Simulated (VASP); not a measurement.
Here is a VASP 6.6.1 calculation.

File INCAR:

```
SYSTEM = TeW
  PREC = Accurate
  ENCUT = 520
  EDIFF = 1E-7
  ISMEAR = 0
  SIGMA = 0.1
  LREAL = .False.
  LASPH = .True.
  NELM = 150
  ALGO = Normal
  ISIF = 2
  LWAVE = .False.
  LCHARG = .False.
  ISPIN = 2
  MAGMOM = 1 -1 0 0
  LORBIT = 11
  LMAXMIX = 4
  GGA = PS
  NBANDS = 32
```

Contents of KPOINTS:

```
Automatic mesh
0
Gamma
  12 12 6
  0 0 0
```

The input POSCAR:

```
TeW
1.0
    0.0000000000      3.0241765070      3.0241765070
    6.0483530141      3.0241765070      3.0241765070
    6.0483530141      6.0483530141      0.0000000000
W Te
2 2
Direct
    0.0000000000      1.0000000000      0.0000000000
    0.0000000000      1.0000000000      0.5000000000
    0.2500000000      0.2500000000      0.0000000000
    0.2500000000      0.2500000000      0.5000000000
```

Potentials or basis: VASP PAW PBE potentials, release 64 (W_sv, Te).

The run is started by

```console
$ cat potpaw_PBE.64/W_sv/POTCAR potpaw_PBE.64/Te/POTCAR > POTCAR
$ mpirun -np 1 vasp_std > vasp.out
```

Q: Predict the net moment.

A: 0.00 μB per cell.

Q: Estimate the pressure.

A: 0.0 GPa.

Q: What does it give for the site moments?

A: W +0.90, -0.90; Te +0.00 μB.

Caveat: the PAW data sets were made with another functional, which shifts forces and pressure a little.
